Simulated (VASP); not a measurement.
Write the native input for VASP 6.6.1 that does the following.

```
Task                   : electric field gradients
Functional             : LDA
Potentials or basis    : VASP PAW LDA potentials, release 64 (Ag, Cl)
Cutoff                 : 520 eV
k mesh                 : 7 × 7 × 7
Occupations            : fermi-dirac, width 0.03 eV
Spin                   : no spin polarisation
Dipole correction      : no
Further INCAR settings : ALGO = Normal; EDIFF = 1e-08; NBANDS = 16
```

The structure of AgCl (Chlorargyrite) lies in POSCAR:

```
AgCl
1.0
    0.0000000000      2.7350000000      2.7350000000
    2.7350000000      0.0000000000      2.7350000000
    2.7350000000      2.7350000000      0.0000000000
Ag Cl
1 1
Direct
   -0.0450000000     -0.0450000000      0.0450000000
    0.5450000000      0.5450000000      0.4550000000
```

This cell differs from its parent crystal: shortest bond scaled by 0.82.

The input as run:

INCAR

```
SYSTEM = AgCl
PREC = Accurate
ENCUT = 520
EDIFF = 1E-8
ISMEAR = -1
SIGMA = 0.03
LREAL = .FALSE.
LASPH = .TRUE.
NELM = 60
ALGO = Normal
ISIF = 2
LWAVE = .FALSE.
LCHARG = .FALSE.
GGA = CA
LEFG = .TRUE.
NBANDS = 16
```

KPOINTS

```
Automatic mesh
0
G
  7 7 7
  0 0 0
```

Potentials or basis: VASP PAW LDA potentials, release 64 (Ag, Cl).

Launch:

```sh
$ cat potpaw_LDA.64/Ag/POTCAR potpaw_LDA.64/Cl/POTCAR > POTCAR
$ mpirun -np 1 vasp_std > vasp.out
```

Results of the run:

```yaml
Pressure: 2.3 GPa
Largest_force: 1.871 eV/Å
Band_gap_on_the_k_mesh: 0.98 eV, indirect (least direct gap 1.54 eV)
```

Caveat: the cell differs from its parent crystal (shortest bond scaled by 0.82); without QUAD_EFG the Cq values of the log hold for a quadrupole moment of 1 mb, not for the nuclei; forces of over 1 eV/Å act on the atoms, so gaps and moduli don't describe the material at rest.

Run time: 59 s on 1 thread of Intel Xeon 8259CL, with other jobs on the host, peak memory 0.16 GiB.
